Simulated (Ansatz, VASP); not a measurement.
BaTiO3 in VASP and in Ansatz

INCAR

```
PREC     = Accurate       # precision mode
ENCUT    = 520            # plane-wave cutoff, eV
EDIFF    = 1E-8           # SCF threshold, eV
ISMEAR   = -1             # smearing method
SIGMA    = 0.05           # smearing width, eV
LREAL    = F              # projectors in reciprocal space
LASPH    = T              # aspherical terms in the spheres
NELM     = 100            # most SCF steps
ALGO     = Normal         # electronic algorithm
ISIF     = 2              # what is computed and relaxed
LWAVE    = F              # write WAVECAR
LCHARG   = F              # write CHGCAR
GGA      = PS             # functional
LEFG     = T            
NBANDS   = 28             # bands
```

File KPOINTS:

```
Automatic mesh
0
Gamma
  8 8 8
```

Contents of POSCAR:

```
BaTiO3
1.0
    4.1036230000      0.0000000000      0.0000000000
    0.0000000000      2.9221615000      2.8458000000
    0.0000000000     -2.9221615000      2.8458000000
Ba Ti O
1 1 3
Direct
    0.0000000000      0.0000000000      0.0000000000
    0.5000000000      0.5079000000      0.5079000000
    0.0000000000      0.4921000000      0.4921000000
    0.5000000000      0.5025100000      0.9937100000
    0.5000000000      0.9937100000      0.5025100000
```

Input for Ansatz:

```yaml
crystal:
  lattice:
    - [4.103623, 0.0, 0.0]
    - [0.0, 2.9221615, 2.8458]
    - [0.0, -2.9221615, 2.8458]
  atoms:
    - { symbol: Ba, position: [0.0, 0.0, 0.0] }
    - { symbol: Ti, position: [0.5, 0.5079, 0.5079] }
    - { symbol: O, position: [0.0, 0.4921, 0.4921] }
    - { symbol: O, position: [0.5, 0.50251, 0.99371] }
    - { symbol: O, position: [0.5, 0.99371, 0.50251] }
kpoints:
  mp_grid: { grid: [8, 8, 8] }
scf:
  occupations: { method: fermi_dirac, width: 0.05 }
hamiltonian:
  xc: pbesol
  pseudopotentials: { kind: all_electron, datasets: crystal }
output:
  forces: true
  stress: true
  eigenvalues: true
  efg: { contact_densities: true }
```

Change from the starting cell: equal xx and yy strain of +3 %, crystal datasets.

Alike in both runs: task electric field gradients; functional PBEsol; k mesh 8 × 8 × 8; occupations fermi-dirac, width 0.05 eV; no spin polarisation.

|  | VASP | Ansatz |
| --- | --- | --- |
| version | VASP 6.6.1 | Ansatz 0.2.0 |
| potentials or method | VASP PAW PBE potentials, release 64 (Ba_sv, Ti_sv, O), cutoff 520 eV | all-electron PAW with datasets made for the crystal, scalar-relativistic |

|  | VASP | Ansatz | Ansatz less VASP |
| --- | --- | --- | --- |
| pressure (GPa) | -11.1 | -12.5 | -1.43 |
| traceless stress, the component that is largest in VASP (GPa) | 3.36 | 3.25 | -0.105 |
| rms of the force components (eV/Å) | 0.151 | 0.157 | +0.0059 |
| size of Vzz on the site where it differs most (V/Å²) | 18.4 | 17.3 | -1.13 |

VASP's potentials were made for PBE, not for PBEsol. Atom by atom the forces differ by 0.008 eV/Å (rms over components). Ansatz ran all-electron here, and VASP with PAW potentials.

Spin-orbit coupling is off throughout.
